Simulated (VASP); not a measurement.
Write the native input for VASP 6.6.1 that does the following.

* Task: single point
* Functional: PBE
* Potentials or basis: VASP PAW PBE potentials, release 64 (Mg, O)
* Cutoff: 520 eV
* k mesh: 44 × 44 × 44
* Occupations: fermi-dirac, width 0.0612256 eV
* Spin: no spin polarisation
* Dipole correction: no
* Further INCAR settings: ALGO = Normal; EDIFF = 1e-06; NBANDS = 11

The structure of MgO (rock salt type) lies in POSCAR:

```
MgO
1.0
    0.0000000000      2.0837259064      2.0837259064
    2.0837259064      0.0000000000      2.0837259064
    2.0837259064      2.0837259064      0.0000000000
Mg O
1 1
Direct
    0.0000000000      0.0000000000      0.0000000000
    0.5000000000      0.5000000000      0.5000000000
```

These files were run (other wordings do the same):

INCAR

```
ALGO     = Normal         # electronic algorithm
EDIFF    = 1E-6           # SCF threshold, eV
ENCUT    = 520            # plane-wave cutoff, eV
GGA      = PE             # functional
ISIF     = 2              # what is computed and relaxed
ISMEAR   = -1             # smearing method
LASPH    = T              # aspherical terms in the spheres
LCHARG   = F              # write CHGCAR
LREAL    = F              # projectors in reciprocal space
LWAVE    = F              # write WAVECAR
NBANDS   = 11             # bands
NELM     = 80             # most SCF steps
PREC     = Accurate       # precision mode
SIGMA    = 0.06122561905347299 # smearing width, eV
```

KPOINTS

```
k-points
0
Gamma
  44 44 44
```

Potentials or basis: VASP PAW PBE potentials, release 64 (Mg, O).

Launch:

```console
$ cat potpaw_PBE.64/Mg/POTCAR potpaw_PBE.64/O/POTCAR > POTCAR
$ mpirun -np 1 vasp_std > vasp.out
```

Results of the run:

The pressure is 9.7 GPa. The band gap on the k mesh is 5.04 eV.

Caveat: the cell stands under pressure.

Run time: 2.3 min on 1 thread of Intel(R) Xeon(R) Platinum 8559C (Emerald Rapids), on a shared host, peak memory 0.57 GiB.
